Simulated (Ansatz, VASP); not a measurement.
One calculation of AlNi3, two programs

```
CELL_PARAMETERS angstrom
3.59215 0.00000 0.00000
0.00000 3.59215 0.00000
0.00000 0.00000 3.59215
ATOMIC_POSITIONS crystal
Ni 0.50000 0.50000 0.00000
Ni 0.50000 0.00000 0.50000
Ni 0.00000 0.50000 0.50000
Al 0.00000 0.00000 0.00000
```

Change from the starting cell: volume scaled by 1.06.

Alike in both runs: task single point; functional LDA; k mesh 8 × 8 × 8; occupations fermi-dirac, width 0.05 eV; collinear spin.

|  | VASP | Ansatz |
| --- | --- | --- |
| version | VASP 6.6.1 | Ansatz 0.2.0 |
| potentials or method | VASP PAW LDA potentials, release 64 (Ni, Al), cutoff 520 eV | all-electron LAPW, scalar-relativistic |

VASP gave:

```
gap on the k mesh at the Fermi level (eV)                     : none
pressure (GPa)                                                : -16.5
net moment per atom (μB)                                      : 0.12
size of the moment on the site where the two differ most (μB) : 0.17
```

Task: Estimate Ansatz's values.

Result: gap on the k mesh at the Fermi level (eV): none; pressure (GPa): -16.9; net moment per atom (μB): 0.15; size of the moment on the site where the two differ most (μB): 0.21.

LDA's correlation is that of Perdew and Zunger in VASP and of Perdew and Wang (1992) in Ansatz. Site moments also hang on the region over which each program counts them. A gap of «none» marks a metal or a gap that the smearing closes. Ansatz ran all-electron here, and VASP with PAW potentials.
